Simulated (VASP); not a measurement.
**Ta4O: single point with PBE**

Crystal: Ta4O.

```
Ta O
1.0
     3.15707    0.00000    0.00000
     0.00000    3.15707    0.00000
     0.00000    0.00000    7.28446
Ta O
4 1
Direct
  0.00000 0.00000 0.50000
  0.50000 0.50000 0.78291
  0.50000 0.50000 0.21709
  0.00000 0.00000 0.00000
  0.50000 0.50000 0.50000
```

This cell differs from its parent crystal: strain -0.030 along x and y, -0.015 along z.

```yaml
Program: VASP 6.6.1
Task: single point
Functional: PBE
Potentials_or_basis: VASP PAW PBE potentials, release 64 (Ta_pv, O)
Cutoff: 520 eV
k_mesh: 14 × 14 × 8
Occupations: gaussian, width 0.15 eV
Spin: no spin polarisation
Dipole_correction: no
Further_INCAR_settings: ALGO = Normal; EDIFF = 1e-06; NBANDS = 33
```

```json
{"Pressure": "19.5 GPa", "Largest force": "0.036 eV/Å", "Band gap on the k mesh": "zero (bands 25 and 26 overlap by 1.27 eV)"}
```

Forces in eV/Å, atoms in the order of the input:
```
Ta   0.000  0.000  0.000
Ta   0.000  0.000  0.036
Ta   0.000  0.000 -0.036
Ta   0.000  0.000  0.000
O    0.000  0.000  0.000
```

Levels at points of the mesh, in eV from the Fermi level:
```csv
k point,band 23,band 24,band 25,band 26,band 27,band 28
"(0.00, 0.00, 0.00)",-0.57,-0.57,0.12,0.62,1.13,1.13
"(0.50, 0.00, 0.00)",-1.03,-0.72,0.15,0.99,1.03,1.53
"(0.50, 0.50, 0.00)",-1.62,-0.63,-0.63,2.10,2.55,3.10
"(0.00, 0.00, 0.50)",-0.60,-0.60,0.51,0.67,0.67,0.91
"(0.50, 0.00, 0.50)",-1.14,-0.54,-0.47,1.18,1.41,1.50
"(0.50, 0.50, 0.50)",-1.96,0.26,0.26,2.08,2.08,2.11
```

It took 5.3 min on 1 thread of Intel(R) Xeon(R) Platinum 8375C CPU @ 2.90GHz (Ice Lake) (shared host), peak memory 0.42 GiB.

Caveat: the cell differs from its parent crystal (strain -0.030 along x and y, -0.015 along z); the cell stands under pressure; spin-orbit coupling is left out, which moves the levels of the heavy elements.
